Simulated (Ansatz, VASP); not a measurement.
## One calculation of Be3ZnSe4, two programs

```
Be Zn Se
1.0
     3.74769    0.00000    0.00000
     0.00000    7.52403    0.00000
     0.00000    0.00000    5.32747
Be Zn Se
3 1 4
Direct
  0.00000 0.50000 0.00309
  0.50000 0.74009 0.50017
  0.50000 0.25991 0.50017
  0.00000 0.00000 0.00066
  0.00000 0.26700 0.26283
  0.00000 0.73300 0.26283
  0.50000 0.00000 0.70999
  0.50000 0.50000 0.76025
```

Alike in both runs: functional PBE; k mesh 6 × 4 × 4; occupations gaussian, width 0.02 eV; no spin polarisation.

Ansatz relaxed the structure, and its values are those at the end. VASP's run is a single point on that final structure, the one shown.

|  | VASP | Ansatz |
| --- | --- | --- |
| version | VASP 6.6.1 | Ansatz 0.2.0 |
| potentials or method | VASP PAW PBE potentials, release 64 (Be, Zn, Se), cutoff 520 eV | scalar-relativistic, plane waves, PAW |
| valence electrons in the cell | 42 | 82 |

```tsv
	VASP	Ansatz	Ansatz less VASP
gap on the k mesh at the Fermi level (eV)	2.52	2.53	+0.008
least direct gap on the mesh (eV)	2.52	2.53	+0.008
pressure (GPa)	0.2	0.0	-0.19
rms of the force components (eV/Å)	0.006	0.002	-0.0035
```

The functional is the same, so the differences come from potentials, cutoffs and numerics. VASP's potentials hold 42 valence electrons a cell and Ansatz's 82, so a difference there can come from the potentials and not from the codes.
